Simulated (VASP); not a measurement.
A run of VASP 6.6.1 is set up as follows.

INCAR

```
ALGO = Normal ; EDIFF = 1E-7
ENCUT = 520 ; GGA = PS
ISIF = 2 ; ISMEAR = 0
LASPH = True ; LCHARG = False
LREAL = False ; LWAVE = False
NBANDS = 16 ; NELM = 100
PREC = Accurate ; SIGMA = 0.05
```

File KPOINTS:

```
k-points
0
Gamma
  8 8 8
```

Contents of POSCAR:

```
CdTe
1.0
    0.0000000000      3.4069051034      3.2446715270
    3.2446715270      0.0000000000      3.2446715270
    3.2446715270      3.4069051034      0.0000000000
Cd Te
1 1
Direct
    0.0000000000      0.0000000000      0.0000000000
    0.7500000000      0.7500000000      0.7500000000
```

Potentials or basis: VASP PAW PBE potentials, release 64 (Cd, Te).

The run is started by

```bash
$ cat potpaw_PBE.64/Cd/POTCAR potpaw_PBE.64/Te/POTCAR > POTCAR
$ mpirun -np 1 vasp_std > vasp.out
```

Q: Estimate the pressure.

A: -1.7 GPa.

Q: What does it give for the band gap on the k mesh?

A: 0.44 eV, direct.

Stress tensor (GPa, compression positive):
```
-1.37  0.00  0.00
 0.00 -2.35  0.00
 0.00  0.00 -1.37
```

Caveat: the cell differs from its parent crystal (strain +0.0500 x Voigt [0, 1, 0, 0, 0, 0]); the PAW data sets were made with another functional, which shifts forces and pressure a little; spin-orbit coupling is left out, which moves the levels of the heavy elements.
